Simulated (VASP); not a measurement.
Here is a VASP 6.6.1 calculation.

The input INCAR:

```
SYSTEM = CoSn
PREC = Accurate
ENCUT = 520
EDIFF = 1E-7
ISMEAR = 0
SIGMA = 0.1
LREAL = .False.
LASPH = .True.
NELM = 80
ALGO = Fast
ISIF = 2
LWAVE = .False.
LCHARG = .True.
GGA = PS
LELF = .True.
LVHAR = .True.
NBANDS = 44
```

The input KPOINTS:

```
Automatic mesh
0
Gamma
  12 12 8
  0 0 0
```

File POSCAR:

```
CoSn
1.0
    5.0109271822      0.0000000000      0.0000000000
   -2.5054635911      4.3395902363      0.0000000000
    0.0000000000      0.0000000000      4.2614683405
Co Sn
3 3
Direct
    0.0000000000      0.5000000000      0.0000000000
    0.5000000000      0.5000000000      0.0000000000
    0.5000000000      0.0000000000      0.0000000000
    0.6666666667      0.3333333333      0.5000000000
    0.3333333333      0.6666666667      0.5000000000
    0.0000000000      0.0000000000      0.0000000000
```

Potentials or basis: VASP PAW PBE potentials, release 64 (Co, Sn_d).

The run is started by

```bash
$ cat potpaw_PBE.64/Co/POTCAR potpaw_PBE.64/Sn_d/POTCAR > POTCAR
$ mpirun -np 1 vasp_std > vasp.out
```

(1) Predict the band gap on the k mesh.

(2) Estimate the pressure.

## Answers

(1) zero (an odd number of electrons rules out a gap without spin polarisation).

(2) 10.7 GPa.

Caveat: the cell differs from its parent crystal (biaxial strain in the a-b plane: -4.0 %, then relaxed in part); the cell stands under pressure; the PAW data sets were made with another functional, which shifts forces and pressure a little; spin-orbit coupling is left out, which moves the levels of the heavy elements; the run has no spin polarisation, though such a crystal can be magnetic.
